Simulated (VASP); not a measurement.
A run of VASP 6.6.1 is set up as follows.

File INCAR:

```
  ALGO = Normal
  EDIFF = 1E-7
  ENCUT = 520
  GGA = PE
  ISIF = 2
  ISMEAR = 0
  LASPH = True
  LCHARG = True
  LELF = True
  LREAL = False
  LVHAR = True
  LWAVE = False
  NBANDS = 11
  NELM = 80
  PREC = Accurate
  SIGMA = 0.1
```

The input KPOINTS:

```
k-points
0
Gamma
  24 24 24
```

Contents of POSCAR:

```
SiC
1.0
    0.0000000000      2.0285923421      2.0285923421
    2.0285923421      0.0000000000      2.0285923421
    2.0285923421      2.0285923421      0.0000000000
Si C
1 1
Direct
    0.0000000000      0.0000000000      0.0000000000
    0.5000000000      0.5000000000      0.5000000000
```

Potentials or basis: VASP PAW PBE potentials, release 64 (Si, C).

Run with:

```bash
$ cat potpaw_PBE.64/Si/POTCAR potpaw_PBE.64/C/POTCAR > POTCAR
$ mpirun -np 1 vasp_std > vasp.out
```

Question: What does it give for the pressure?

Answer: 0.2 GPa.

Question: Estimate the band gap on the k mesh.

Answer: Zero (band 4 reaches 12.38 eV, above the bottom of band 5 at 11.32 eV).
